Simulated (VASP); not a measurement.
# SnTe (P6_3mc) in VASP: further runs

The runs below take SnTe through single point, with r2SCAN.

Program: VASP 6.6.1. These are calculated values, not measurements. Logs are shortened: lines on timing, memory, paths and dates and some standing lists are left out, and cuts for length are marked.

## (1) The cell of the first run

The structure is hexagonal, space group P6_3mc (No. 186). The conventional cell has a = 5.397 Å, b = 5.397 Å, c = 6.423 Å, α = 90.00°, β = 90.00°, γ = 120.00°. Sn (site symmetry 3m) has 5 Te at 3.04 to 3.38 Å within 4.0 Å. Te (site symmetry 3m) has 5 Sn at 3.04 to 3.38 Å within 4.0 Å.

## (2) Single point, r2SCAN (uniaxial z strain -1.0%)

POSCAR

```
SnTe
1.0
    5.3967552001      0.0000000000      0.0000000000
   -2.6983776001      4.6737271013      0.0000000000
    0.0000000000      0.0000000000      6.4229258905
Sn Te
2 2
Direct
    0.3333333333      0.6666666667     -0.0494203961
    0.6666666667      0.3333333333      0.4505796039
    0.3333333333      0.6666666667      0.4244203961
    0.6666666667      0.3333333333      0.9244203961
```

INCAR.step1

```
PREC = Accurate
ENCUT = 550
ISMEAR = 0
SIGMA = 0.01
LREAL = False
LASPH = True
NELM = 120
NBANDS = 28
GGA = PE
ALGO = Normal
EDIFF = 1E-5
LWAVE = True
LCHARG = False
GGA_COMPAT = False
```

INCAR.step2

```
PREC = Accurate
ENCUT = 550
EDIFF = 1E-6
ISMEAR = 0
SIGMA = 0.01
LREAL = False
LASPH = True
NELM = 120
ALGO = Normal
ISIF = 2
LWAVE = False
LCHARG = True
METAGGA = R2SCAN
LMIXTAU = True
LELF = True
LVHAR = True
NBANDS = 28
ISTART = 1
GGA_COMPAT = False
```

KPOINTS

```
regular mesh
0
Gamma
  6 6 4
```

Potentials or basis: VASP PAW PBE potentials, release 64 (Sn_d, Te).

Launch:

```bash
cat potpaw_PBE.64/Sn_d/POTCAR potpaw_PBE.64/Te/POTCAR > POTCAR
cp INCAR.step1 INCAR
mpirun -np 1 vasp_std > vasp.out
cp INCAR.step2 INCAR
mpirun -np 1 vasp_std > vasp.out
```

OUTCAR:

```text
PREC = Accurate
   ENCUT = 550
   EDIFF = 1E-6
   ISMEAR = 0
   LREAL = False
   LASPH = True
   NELM = 120
   ISIF = 2
   METAGGA = R2SCAN
   ISTART = 1

 ion  position               nearest neighbor table
   1  0.333  0.667  0.951-   3 3.04   4 3.12   4 3.12   4 3.12   3 3.38
   2  0.667  0.333  0.451-   4 3.04   3 3.12   3 3.12   3 3.12   4 3.38
   3  0.333  0.667  0.424-   1 3.04   2 3.12   2 3.12   2 3.12   1 3.38
   4  0.667  0.333  0.924-   2 3.04   1 3.12   1 3.12   1 3.12   2 3.38

  LATTYP: Found a hexagonal cell.
 ALAT       =     5.3967552001
 C/A-ratio  =     1.1901458659

  Lattice vectors:

 A1 = (   5.3967552001,   0.0000000000,   0.0000000000)
 A2 = (  -2.6983776001,   4.6737271013,   0.0000000000)
 A3 = (   0.0000000000,   0.0000000000,   6.4229258905)

Analysis of symmetry for initial positions (statically):
=====================================================================
 Subroutine PRICEL returns:
 Original cell was already a primitive cell.

 Routine SETGRP: Setting up the symmetry group for a
 hexagonal supercell.

 Subroutine GETGRP returns: Found 12 space group operations
 (whereof  6 operations were pure point group operations)
 out of a pool of 24 trial point group operations.

The static configuration has the point symmetry C_3v.
 The point group associated with its full space group is C_6v.

Analysis of symmetry for dynamics (positions and initial velocities):
=====================================================================
 Subroutine PRICEL returns:
 Original cell was already a primitive cell.

 Routine SETGRP: Setting up the symmetry group for a
 hexagonal supercell.

 Subroutine GETGRP returns: Found 12 space group operations
 (whereof  6 operations were pure point group operations)
 out of a pool of 24 trial point group operations.

The dynamic configuration has the point symmetry C_3v.
 The point group associated with its full space group is C_6v.

 Subroutine INISYM returns: Found 12 space group operations
 (whereof  6 operations are pure point group operations),
 and found     1 'primitive' translations

----------------------------------------------------------------------------------------

[... 87 lines left out ...]
   LNONCOLLINEAR =      F non collinear calculations
   LSORBIT =      F    spin-orbit coupling
   LASPH  =      T    aspherical Exc in radial PAW
   ENCUT  =  550.0 eV  40.42 Ry    6.36 a.u.  10.32 10.32 12.28*2*pi/ulx,y,z
   NELM   =    120;   NELMIN=  2; NELMDL=  0     # of ELM steps
   EDIFF  = 0.1E-05   stopping-criterion for ELM
   LREAL  =      F    real-space projection
   EDIFFG = 0.1E-04   stopping-criterion for IOM
   NSW    =      0    number of steps for IOM
   IBRION =     -1    ionic relax: 0-MD 1-quasi-New 2-CG
   NFREE  =      0    steps in history (QN), initial steepest desc. (CG)
   ISIF   =      2    stress and relaxation
   ISYM   =      2    0-nonsym 1-usesym 2-fastsym
   POTIM  = 0.5000    time-step for ionic-motion
   TEBEG  =    0.0;   TEEND  =   0.0 temperature during run
   PSTRESS=    0.0 pullay stress
   NELECT =      40.0000    total number of electrons
   NUPDOWN=      -1.0000    fix difference up-down
   EMIN   =  10.00;   EMAX   =-10.00  energy-range for DOS
   EFERMI =   0.00;   METHOD = LEGACY
   ISMEAR =     0;   SIGMA  =   0.01  broadening in eV -4-tet -1-fermi 0-gaus
   EFERMI_NEDOS =   21; number of points for ismear=-14 and -15
   IALGO  =     38    algorithm
   IMIX   =      4    mixing-type and parameters
     AMIX     =   0.40;   BMIX     =  1.00
     AMIX_MAG =   1.60;   BMIX_MAG =  1.00
  volume/ion in A,a.u.               =      40.50       273.32
  Fermi-wavevector in a.u.,A,eV,Ry     =   1.027035  1.940814 14.351432  1.054801
  Thomas-Fermi vector in A             =   2.160959
   LORBIT       =      0    0 simple, 1 ext, 2 COOP (PROOUT), +10 PAW based schemes
   METAGGA = R2SCAN    functional components
   LHFCALC =     F    Hartree Fock is set to
   AEXX    =    0.0000 exact exchange contribution
   IVDW    =     0    specifies the selected vdW correction
   LEPSILON=     F    determine dielectric tensor
   LRPA    =     F    only Hartree local field effects (RPA)
 non-spin polarized calculation
 Gauss-broadening in eV      SIGMA  =   0.01
  energy-cutoff  :      550.00
  volume of cell :      162.01
 maximum number of plane-waves:      4812
 NGX is ok and might be reduce to    42
   NGX = 21   NGY = 21   NGZ = 25

 number of electron      39.9999989 magnetization

 Free energy of the ion-electron system (eV)
  ---------------------------------------------------
  ext. energy  EPLUGINS =         0.00000000
  ---------------------------------------------------
  free energy    TOTEN  =      -100.77096049 eV

  energy without entropy =     -100.77096049  energy(sigma->0) =     -100.77096049

 E-fermi :   4.4397     XC(G=0):  -8.6138

 val. band max:        4.3531460736   @ k =   0.3333   0.3333   0.5000
 cond. band min:       4.9202891873   @ k =   0.1667   0.0000   0.0000
 fundamental gap:      0.5671431137
 Fermi energy:         4.4396747017

 k-point     1 :       0.0000    0.0000    0.0000
  band No.  band energies     occupation
      1     -18.2225      2.00000
      2     -18.2225      2.00000
      3     -18.2222      2.00000
      4     -18.2222      2.00000
      5     -18.2156      2.00000
      6     -18.2014      2.00000
[... 640 lines left out ...]
     27       9.3269      0.00000
     28       9.3269      0.00000

------------------------ aborting loop because EDIFF is reached ----------------------------------------

  FORCE on cell =-STRESS in cart. coord.  units (eV):
  Direction    XX          YY          ZZ          XY          YZ          ZX
  --------------------------------------------------------------------------------------
  -------------------------------------------------------------------------------------
  Total       -0.0349163     -0.0349163      0.6083902      0.0000000      0.0000000      0.0000000
  in kB       -0.3453104     -0.3453104      6.0167753      0.0000000      0.0000000      0.0000000
  external PRESSURE =       1.7753848 kB  Pullay stress =       0.0000000 kB

 VOLUME and BASIS-vectors are now :
 -----------------------------------------------------------------------------
  energy-cutoff  :      550.00
  volume of cell :      162.01
      direct lattice vectors                 reciprocal lattice vectors
     5.396755200  0.000000000  0.000000000     0.185296528  0.106981000  0.000000000
    -2.698377600  4.673727101  0.000000000     0.000000000  0.213962000  0.000000000
     0.000000000  0.000000000  6.422925891     0.000000000  0.000000000  0.155692284

 POSITION                                       TOTAL-FORCE (eV/Angst)
 -----------------------------------------------------------------------------------
     -0.00000      3.11582      6.10550         0.000000      0.000000     -0.006952
      2.69838      1.55791      2.89404        -0.000000     -0.000000     -0.006952
     -0.00000      3.11582      2.72602         0.000000      0.000000      0.006952
      2.69838      1.55791      5.93748        -0.000000      0.000000      0.006952
 -----------------------------------------------------------------------------------
    total drift:                               -0.000000      0.000000      0.000175

  FREE ENERGIE OF THE ION-ELECTRON SYSTEM (eV)
  ---------------------------------------------------
  free  energy   TOTEN  =      -100.7709604909 eV

  energy  without entropy=     -100.7709604909  energy(sigma->0) =     -100.77096049
```

OUTCAR.step1:

```text
PREC = Accurate
   ENCUT = 550
   ISMEAR = 0
   LREAL = False
   LASPH = True
[... 876 lines left out ...]
     -0.00000      3.11582      6.10550         0.000000      0.000000     -0.071103
      2.69838      1.55791      2.89404        -0.000000      0.000000     -0.071103
     -0.00000      3.11582      2.72602        -0.000000      0.000000      0.071103
      2.69838      1.55791      5.93748         0.000000     -0.000000      0.071103
 -----------------------------------------------------------------------------------
    total drift:                               -0.000000      0.000000      0.001017

  FREE ENERGIE OF THE ION-ELECTRON SYSTEM (eV)
  ---------------------------------------------------
  free  energy   TOTEN  =       -14.6514319582 eV

  energy  without entropy=      -14.6514319582  energy(sigma->0) =      -14.65143196
```

It took 11 min on 1 thread of Intel Xeon 8259CL, shared host; peak memory 0.37 GiB.

What came out:

```yaml
Free_energy: -100.7710 eV
Pressure: 0.2 GPa
Largest_force: 0.007 eV/Å
Band_gap_on_the_k_mesh: 0.57 eV (least direct gap 0.76 eV)
```

Forces in eV/Å, atoms in the order of the input:
```
Sn   0.000  0.000 -0.007
Sn   0.000  0.000 -0.007
Te   0.000  0.000  0.007
Te   0.000  0.000  0.007
```

Stress tensor (GPa, compression positive):
```
-0.03  0.00  0.00
 0.00 -0.03  0.00
 0.00  0.00  0.60
```

Levels at points of the mesh, in eV from the valence-band top:
| k point | band 17 | band 18 | band 19 | band 20 | band 21 | band 22 | band 23 | band 24 |
| --- | --- | --- | --- | --- | --- | --- | --- | --- |
| (0.00, 0.00, 0.00) | -3.69 | -2.31 | -2.26 | -2.26 | 0.59 | 0.59 | 2.37 | 2.37 |
| (0.50, 0.00, 0.00) | -3.49 | -2.65 | -2.47 | -0.68 | 1.86 | 2.74 | 3.33 | 3.80 |
| (0.00, 0.00, 0.50) | -3.05 | -3.05 | -1.69 | -1.69 | 1.17 | 1.17 | 1.17 | 1.17 |
| (0.50, 0.00, 0.50) | -2.29 | -2.29 | -0.91 | -0.91 | 0.86 | 0.86 | 2.49 | 2.49 |

Caveat: the cell differs from its parent crystal (uniaxial z strain -1.0%); the PAW data sets were made with another functional, which shifts forces and pressure a little; spin-orbit coupling is left out, which moves the levels of the heavy elements. A k mesh can miss the band edges.

[end of part 1 of 2]
